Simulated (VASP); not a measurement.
# BN (P6_3mc) in VASP: settings compared

Aim: see how the results for BN move with the level of theory and the settings. Levels: r2SCAN, PBE, PBEsol. Tasks: single point, relaxation of cell and atoms.

All numbers are computed with VASP 6.6.1; they aren't measurements. Logs are shortened: lines on timing, memory, paths and dates and some standing lists are left out, and cuts for length are marked.

## (1) The cell of the first run

Symmetry: P6_3mc, No. 186, hexagonal system. The conventional cell has a = 2.544 Å, b = 2.544 Å, c = 4.208 Å, α = 90.00°, β = 90.00°, γ = 120.00°. B (site symmetry 3m) has 4 N at 1.56 to 1.58 Å within 2.1 Å. N (site symmetry 3m) has 4 B at 1.56 to 1.58 Å within 2.1 Å.

## (2) Single point, r2SCAN

POSCAR reads:

```
BN
1.0
    2.5439493036      0.0000000000      0.0000000000
   -1.2719746518      2.2031247228      0.0000000000
    0.0000000000      0.0000000000      4.2078167811
B N
2 2
Direct
    0.6666666667      0.3333333333      0.0002035744
    0.3333333333      0.6666666667      0.5002035744
    0.6666666667      0.3333333333      0.3747964256
    0.3333333333      0.6666666667      0.8747964256
```

INCAR.step1 reads:

```
SYSTEM = BN
PREC = Accurate
ENCUT = 520
ISMEAR = -1
SIGMA = 0.02
LREAL = .FALSE.
LASPH = .TRUE.
NELM = 100
NBANDS = 16
GGA = PE
ALGO = Normal
EDIFF = 1E-4
LWAVE = .TRUE.
LCHARG = .FALSE.
```

INCAR.step2 reads:

```
SYSTEM = BN
PREC = Accurate
ENCUT = 520
EDIFF = 1E-6
ISMEAR = -1
SIGMA = 0.02
LREAL = .FALSE.
LASPH = .TRUE.
NELM = 100
ALGO = Normal
ISIF = 2
LWAVE = .FALSE.
LCHARG = .FALSE.
METAGGA = R2SCAN
LMIXTAU = .TRUE.
NBANDS = 16
ISTART = 1
```

KPOINTS reads:

```
Automatic mesh
0
G
  12 12 6
  0 0 0
```

Potentials or basis: VASP PAW PBE potentials, release 64 (B, N).

Run with:

```console
$ cat potpaw_PBE.64/B/POTCAR potpaw_PBE.64/N/POTCAR > POTCAR
$ cp INCAR.step1 INCAR
$ mpirun -np 1 vasp_std > vasp.out
$ cp INCAR.step2 INCAR
$ mpirun -np 1 vasp_std > vasp.out
```

OUTCAR:

```text
SYSTEM = BN
   PREC = Accurate
   ENCUT = 520
   EDIFF = 1E-6
   ISMEAR = -1
   LREAL = .FALSE.
   LASPH = .TRUE.
   NELM = 100
   ISIF = 2
   METAGGA = R2SCAN
   ISTART = 1

 ion  position               nearest neighbor table
   1  0.667  0.333  0.000-   4 1.56   4 1.56   4 1.56   3 1.58
   2  0.333  0.667  0.500-   3 1.56   3 1.56   3 1.56   4 1.58
   3  0.667  0.333  0.375-   2 1.56   2 1.56   2 1.56   1 1.58
   4  0.333  0.667  0.875-   1 1.56   1 1.56   1 1.56   2 1.58

  LATTYP: Found a hexagonal cell.
 ALAT       =     2.5439493036
 C/A-ratio  =     1.6540489919

  Lattice vectors:

 A1 = (   2.5439493036,   0.0000000000,   0.0000000000)
 A2 = (  -1.2719746518,   2.2031247228,   0.0000000000)
 A3 = (   0.0000000000,   0.0000000000,   4.2078167811)

Analysis of symmetry for initial positions (statically):
=====================================================================
 Subroutine PRICEL returns:
 Original cell was already a primitive cell.

 Routine SETGRP: Setting up the symmetry group for a
 hexagonal supercell.

 Subroutine GETGRP returns: Found 12 space group operations
 (whereof  6 operations were pure point group operations)
 out of a pool of 24 trial point group operations.

The static configuration has the point symmetry C_3v.
 The point group associated with its full space group is C_6v.

Analysis of symmetry for dynamics (positions and initial velocities):
=====================================================================
 Subroutine PRICEL returns:
 Original cell was already a primitive cell.

 Routine SETGRP: Setting up the symmetry group for a
 hexagonal supercell.

 Subroutine GETGRP returns: Found 12 space group operations
 (whereof  6 operations were pure point group operations)
 out of a pool of 24 trial point group operations.

The dynamic configuration has the point symmetry C_3v.
 The point group associated with its full space group is C_6v.

 Subroutine INISYM returns: Found 12 space group operations
 (whereof  6 operations are pure point group operations),
 and found     1 'primitive' translations

----------------------------------------------------------------------------------------

                                     Primitive cell

  volume of cell :      23.5833

  direct lattice vectors                    reciprocal lattice vectors
     2.543949304  0.000000000  0.000000000     0.393089594  0.226950383  0.000000000
    -1.271974652  2.203124723  0.000000000     0.000000000  0.453900766  0.000000000
     0.000000000  0.000000000  4.207816781     0.000000000  0.000000000  0.237652933

  length of vectors
     2.543949304  2.543949304  4.207816781     0.453900766  0.453900766  0.237652933

  position of ions in fractional coordinates (direct lattice)
     0.666666667  0.333333333  0.000203574
     0.333333333  0.666666667  0.500203574
     0.666666667  0.333333333  0.374796426
     0.333333333  0.666666667  0.874796426

  ion indices of the primitive-cell ions
   primitive index   ion index
                 1           1
                 2           2
                 3           3
                 4           4

----------------------------------------------------------------------------------------

 KPOINTS: Automatic mesh

Automatic generation of k-mesh.
 Grid dimensions read from file:
 generate k-points for:   12   12    6

 Generating k-lattice:

  Cartesian coordinates                     Fractional coordinates (reciprocal lattice)
     0.032757466  0.018912532  0.000000000     0.083333333  0.000000000  0.000000000
     0.000000000  0.037825064  0.000000000     0.000000000  0.083333333  0.000000000
     0.000000000  0.000000000  0.039608822     0.000000000  0.000000000  0.166666667

  Length of vectors
     0.037825064  0.037825064  0.039608822

  Shift w.r.t. Gamma in fractional coordinates (k-lattice)
     0.000000000  0.000000000  0.000000000

 Subroutine IBZKPT returns following result:
 ===========================================

 Found     76 irreducible k-points:

 Following reciprocal coordinates:
            Coordinates               Weight
  0.000000  0.000000  0.000000      1.000000
  0.083333  0.000000  0.000000      6.000000
  0.166667  0.000000  0.000000      6.000000
  0.250000  0.000000  0.000000      6.000000
  0.333333  0.000000  0.000000      6.000000
  0.416667  0.000000  0.000000      6.000000
[... 16 lines left out ...]
  0.250000  0.000000  0.166667     12.000000
  0.333333  0.000000  0.166667     12.000000
 [... further k-points ...]
   k-points           NKPTS =     76   k-points in BZ     NKDIM =     76   number of bands    NBANDS=     16
   number of dos      NEDOS =    301   number of ions     NIONS =      4
   total plane-waves  NPLWV =  12800
   dimension x,y,z NGX =    20 NGY =   20 NGZ =   32
   dimension x,y,z NGXF=    40 NGYF=   40 NGZF=   64
   ions per type =               2   2
   NGX,Y,Z   is equivalent  to a cutoff of  13.07, 13.07, 12.64 a.u.
   NGXF,Y,Z  is equivalent  to a cutoff of  26.14, 26.14, 25.29 a.u.
 SYSTEM =  BN
   PREC   = accura    normal or accurate (medium, high low for compatibility)
   ISTART =      1    job   : 0-new  1-cont  2-samecut
   ICHARG =      0    charge: 1-file 2-atom 10-const
   ISPIN  =      1    spin polarized calculation?
   LNONCOLLINEAR =      F non collinear calculations
   LSORBIT =      F    spin-orbit coupling
   LASPH  =      T    aspherical Exc in radial PAW
   ENCUT  =  520.0 eV  38.22 Ry    6.18 a.u.   4.73  4.73  7.82*2*pi/ulx,y,z
   NELM   =    100;   NELMIN=  2; NELMDL=  0     # of ELM steps
   EDIFF  = 0.1E-05   stopping-criterion for ELM
   LREAL  =      F    real-space projection
   EDIFFG = 0.1E-04   stopping-criterion for IOM
   NSW    =      0    number of steps for IOM
   IBRION =     -1    ionic relax: 0-MD 1-quasi-New 2-CG
   NFREE  =      0    steps in history (QN), initial steepest desc. (CG)
   ISIF   =      2    stress and relaxation
   ISYM   =      2    0-nonsym 1-usesym 2-fastsym
   POTIM  = 0.5000    time-step for ionic-motion
   TEBEG  =    0.0;   TEEND  =   0.0 temperature during run
   PSTRESS=    0.0 pullay stress
   NELECT =      16.0000    total number of electrons
   NUPDOWN=      -1.0000    fix difference up-down
   EMIN   =  10.00;   EMAX   =-10.00  energy-range for DOS
   EFERMI =   0.00;   METHOD = LEGACY
   ISMEAR =    -1;   SIGMA  =   0.02  broadening in eV -4-tet -1-fermi 0-gaus
   EFERMI_NEDOS =   21; number of points for ismear=-14 and -15
   IALGO  =     38    algorithm
   IMIX   =      4    mixing-type and parameters
     AMIX     =   0.40;   BMIX     =  1.00
     AMIX_MAG =   1.60;   BMIX_MAG =  1.00
  volume/ion in A,a.u.               =       5.90        39.79
  Fermi-wavevector in a.u.,A,eV,Ry     =   1.438512  2.718393 28.154749  2.069316
  Thomas-Fermi vector in A             =   2.557470
   LORBIT       =      0    0 simple, 1 ext, 2 COOP (PROOUT), +10 PAW based schemes
   METAGGA = R2SCAN    functional components
   LHFCALC =     F    Hartree Fock is set to
   AEXX    =    0.0000 exact exchange contribution
   IVDW    =     0    specifies the selected vdW correction
   LEPSILON=     F    determine dielectric tensor
   LRPA    =     F    only Hartree local field effects (RPA)
 non-spin polarized calculation
  energy-cutoff  :      520.00
  volume of cell :       23.58
 maximum number of plane-waves:       652
 NGX is ok and might be reduce to    20
   NGX =  9   NGY =  9   NGZ = 15

 number of electron      16.0000000 magnetization

 Free energy of the ion-electron system (eV)
  ---------------------------------------------------
  ext. energy  EPLUGINS =         0.00000000
  ---------------------------------------------------
  free energy    TOTEN  =       -38.26618439 eV

  energy without entropy =      -38.26618439  energy(sigma->0) =      -38.26618439

 E-fermi :   7.9163     XC(G=0): -13.6454

 val. band max:        7.4268181777   @ k =   0.0000   0.0000   0.0000
 cond. band min:      13.1450976020   @ k =   0.3333   0.3333   0.0000
 fundamental gap:      5.7182794242
 Fermi energy:         7.9162921852

 k-point     1 :       0.0000    0.0000    0.0000
  band No.  band energies     occupation
      1     -14.0657      2.00000
      2      -9.8251      2.00000
      3      -3.9046      2.00000
      4       5.2170      2.00000
      5       5.2170      2.00000
      6       7.1562      2.00000
[... 8 lines left out ...]
     15      20.1947      0.00000
     16      24.8747      0.00000

 k-point     2 :       0.0833    0.0000    0.0000
  band No.  band energies     occupation
      1     -13.9090      2.00000
      2      -9.7055      2.00000
      3      -3.7489      2.00000
      4       4.4918      2.00000
      5       4.9226      2.00000
      6       6.8216      2.00000
[... 8 lines left out ...]
     15      20.6676      0.00000
     16      24.5989      0.00000

 k-point     3 :       0.1667    0.0000    0.0000
  band No.  band energies     occupation
      1     -13.4441      2.00000
      2      -9.3636      2.00000
      3      -3.2881      2.00000
      4       2.7516      2.00000
      5       4.2313      2.00000
      6       5.3327      2.00000
[... 8 lines left out ...]
     15      21.9022      0.00000
     16      23.7970      0.00000

 k-point     4 :       0.2500    0.0000    0.0000
  band No.  band energies     occupation
      1     -12.6903      2.00000
      2      -8.8658      2.00000
      3      -2.5445      2.00000
      4       0.6972      2.00000
      5       3.4564      2.00000
      6       3.4734      2.00000
[... 8 lines left out ...]
     15      23.5076      0.00000
     16      23.9427      0.00000
[... 324 lines left out ...]
 k-point    22 :       0.1667    0.0000    0.1667
  band No.  band energies     occupation
      1     -13.2750      2.00000
      2      -9.8865      2.00000
      3      -2.4890      2.00000
      4       2.9040      2.00000
      5       4.3687      2.00000
      6       4.8722      2.00000
[... 8 lines left out ...]
     15      21.5646      0.00000
     16      23.8196      0.00000

 k-point    23 :       0.2500    0.0000    0.1667
  band No.  band energies     occupation
      1     -12.5267      2.00000
      2      -9.3297      2.00000
      3      -1.8993      2.00000
      4       0.9299      2.00000
      5       3.0226      2.00000
      6       3.6015      2.00000
[... 8 lines left out ...]
     15      23.1454      0.00000
     16      24.0399      0.00000

 k-point    24 :       0.3333    0.0000    0.1667
  band No.  band energies     occupation
      1     -11.5414      2.00000
      2      -8.7369      2.00000
      3      -1.7566      2.00000
      4      -0.2394      2.00000
      5       1.1622      2.00000
      6       2.9536      2.00000
[... 8 lines left out ...]
     15      24.6527      0.00000
     16      24.9275      0.00000

 [... further k-points ...]

------------------------ aborting loop because EDIFF is reached ----------------------------------------

  FORCE on cell =-STRESS in cart. coord.  units (eV):
  Direction    XX          YY          ZZ          XY          YZ          ZX
  --------------------------------------------------------------------------------------
  -------------------------------------------------------------------------------------
  Total        0.1654583      0.1654583      0.1612644      0.0000000      0.0000000      0.0000000
  in kB       11.2407354     11.2407354     10.9558136      0.0000000      0.0000000      0.0000000
  external PRESSURE =      11.1457614 kB  Pullay stress =       0.0000000 kB

 VOLUME and BASIS-vectors are now :
 -----------------------------------------------------------------------------
  energy-cutoff  :      520.00
  volume of cell :       23.58
      direct lattice vectors                 reciprocal lattice vectors
     2.543949304  0.000000000  0.000000000     0.393089594  0.226950383  0.000000000
    -1.271974652  2.203124723  0.000000000     0.000000000  0.453900766  0.000000000
     0.000000000  0.000000000  4.207816781     0.000000000  0.000000000  0.237652933

 POSITION                                       TOTAL-FORCE (eV/Angst)
 -----------------------------------------------------------------------------------
      1.27197      0.73437      0.00086         0.000000     -0.000000      0.002473
     -0.00000      1.46875      2.10476        -0.000000      0.000000      0.002473
      1.27197      0.73437      1.57707        -0.000000      0.000000     -0.002473
     -0.00000      1.46875      3.68098         0.000000     -0.000000     -0.002473
 -----------------------------------------------------------------------------------
    total drift:                               -0.000000     -0.000000     -0.002258

  FREE ENERGIE OF THE ION-ELECTRON SYSTEM (eV)
  ---------------------------------------------------
  free  energy   TOTEN  =       -38.2661843874 eV

  energy  without entropy=      -38.2661843874  energy(sigma->0) =      -38.26618439
```

It took 2.1 min on 1 thread of AMD EPYC 7R43 (Zen 3), shared host; peak memory 0.11 GiB.

Results:

```
Free energy            : -38.2662 eV
Pressure               : 1.1 GPa
Band gap on the k mesh : 5.72 eV, indirect (least direct gap 8.98 eV)
```

Forces on the atoms (eV/Å):
```
B    0.000  0.000  0.002
B    0.000  0.000  0.002
N    0.000  0.000 -0.002
N    0.000  0.000 -0.002
```

Caveat: the PAW data sets were made with another functional, which shifts forces and pressure a little.

## (3) Single point, r2SCAN

POSCAR is that of step 2.

INCAR.step1 reads:

```
PREC = Accurate
ENCUT = 520
ISMEAR = 0
SIGMA = 0.01
LREAL = F
LASPH = T
NELM = 60
NBANDS = 16
GGA = PE
ALGO = Normal
EDIFF = 1E-4
LWAVE = T
LCHARG = F
```

INCAR.step2 reads:

```
PREC = Accurate
ENCUT = 520
EDIFF = 1E-6
ISMEAR = 0
SIGMA = 0.01
LREAL = F
LASPH = T
NELM = 60
ALGO = Normal
ISIF = 2
LWAVE = F
LCHARG = F
METAGGA = R2SCAN
LMIXTAU = T
NBANDS = 16
ISTART = 1
```

KPOINTS reads:

```
Automatic mesh
0
Gamma
  12 12 6
```

Potentials or basis: VASP PAW PBE potentials, release 64 (B, N).

Run with:

```console
$ cat potpaw_PBE.64/B/POTCAR potpaw_PBE.64/N/POTCAR > POTCAR
$ cp INCAR.step1 INCAR
$ mpirun -np 1 vasp_std > vasp.out
$ cp INCAR.step2 INCAR
$ mpirun -np 1 vasp_std > vasp.out
```

It took 2.1 min on 1 thread of AMD EPYC 7R43 (Zen 3), shared host; peak memory 0.11 GiB.

It converged, with:

- Free energy: -38.2662 eV
- Pressure: 1.1 GPa
- Band gap on the k mesh: 5.72 eV, indirect (least direct gap 8.98 eV)

Forces on the atoms (eV/Å):
```
B    0.000  0.000  0.002
B    0.000  0.000  0.002
N    0.000  0.000 -0.002
N    0.000  0.000 -0.002
```

Levels at points of the mesh, in eV from the valence-band top:
```
           k point  band 6  band 7  band 8  band 9  band 10  band 11
(0.00, 0.00, 0.00)   -0.27    0.00    0.00    9.08     9.08     9.31
(0.50, 0.00, 0.00)   -5.19   -4.53   -2.20    7.30     8.60    11.38
(0.00, 0.00, 0.50)   -1.22   -1.22   -1.22   10.25    10.25    10.69
(0.50, 0.00, 0.50)   -3.92   -3.73   -3.73    7.20     7.20    10.72
```

Caveat: the PAW data sets were made with another functional, which shifts forces and pressure a little. r2SCAN opens gaps a little over a GGA but as a rule still falls short of measured ones.

## (4) Relaxation of cell and atoms, PBE

This run uses another cell than the first one, of 5.85 Å³/atom, 0.992 times its volume.

INCAR reads:

```
SYSTEM = BN
ALGO = Normal ; EDIFF = 1E-6
EDIFFG = -0.005 ; ENCUT = 600
GGA = PE ; IBRION = 2
ISIF = 3 ; ISMEAR = -1
LASPH = .TRUE. ; LCHARG = .FALSE.
LREAL = .FALSE. ; LWAVE = .FALSE.
NELM = 60 ; NSW = 80
PREC = Accurate ; SIGMA = 0.02
```

KPOINTS reads:

```
k-points
0
G
  12 12 6
  0 0 0
```

POSCAR reads:

```
BN
1.0
    2.5360000000      0.0000000000      0.0000000000
   -1.2680000000      2.1962404240      0.0000000000
    0.0000000000      0.0000000000      4.1990000000
B N
2 2
Direct
    0.6666666667      0.3333333333      0.0000000000
    0.3333333333      0.6666666667      0.5000000000
    0.6666666667      0.3333333333      0.3750000000
    0.3333333333      0.6666666667      0.8750000000
```

Run with:

```console
$ cat potpaw_PBE.64/B/POTCAR potpaw_PBE.64/N/POTCAR > POTCAR
$ mpirun -np 1 vasp_std > vasp.out
```

It took 88 s on 1 thread of AMD EPYC 7R43 (Zen 3), shared host; peak memory 0.11 GiB.

The run converged. Its results:

```yaml
Free_energy: -34.8384 eV
Relaxed_volume: 5.97 Å³/atom
Relaxed_cell: a = 2.555 Å, b = 2.555 Å, c = 4.225 Å, α = 90.00°, β = 90.00°, γ = 120.00°
Space_group_after_relaxing_to_0.05_Å: P6_3mc (No. 186)
Energy_gained_by_relaxing: 3.0 meV/atom
Ionic_steps: 7
Pressure_after_relaxing: -0.1 GPa
Band_gap_on_the_k_mesh: 5.21 eV, indirect (least direct gap 8.24 eV)
```

The path:
| step | energy change (eV) | largest force (eV/Å) | pressure (GPa) | volume (Å³) |
| --- | --- | --- | --- | --- |
| 1 | 0.0000 | 0.0579 | 7.99 | 23.39 |
| 2 | 0.0010 | 0.1021 | -7.70 | 24.39 |
| 3 | -0.0120 | 0.0247 | 0.03 | 23.87 |
| 4 | -0.0120 | 0.0232 | 0.16 | 23.86 |
| 5 | -0.0120 | 0.0240 | 0.08 | 23.87 |
| 6 | -0.0121 | 0.0017 | 0.12 | 23.87 |
| 7 | -0.0121 | 0.0010 | -0.07 | 23.88 |

Final structure:
```yaml
crystal:
  lattice:
    - [2.55470, 0.00000, 0.00000]
    - [-1.27735, 2.21243, 0.00000]
    - [0.00000, 0.00000, 4.22454]
  atoms:
    - { symbol: B, position: [0.66667, 0.33333, 0.00020] }
    - { symbol: B, position: [0.33333, 0.66667, 0.50020] }
    - { symbol: N, position: [0.66667, 0.33333, 0.37480] }
    - { symbol: N, position: [0.33333, 0.66667, 0.87480] }
```

Levels at points of the mesh, in eV from the valence-band top:
| k point | band 6 | band 7 | band 8 | band 9 | band 10 | band 11 |
| --- | --- | --- | --- | --- | --- | --- |
| (0.00, 0.00, 0.00) | -0.26 | 0.00 | 0.00 | 8.33 | 8.33 | 8.55 |
| (0.50, 0.00, 0.00) | -4.93 | -4.36 | -2.09 | 6.68 | 7.94 | 10.55 |
| (0.00, 0.00, 0.50) | -1.17 | -1.17 | -1.17 | 9.40 | 9.40 | 9.87 |
| (0.50, 0.00, 0.50) | -3.73 | -3.53 | -3.53 | 6.56 | 6.56 | 9.97 |

(Part 1 of 2 ends here.)
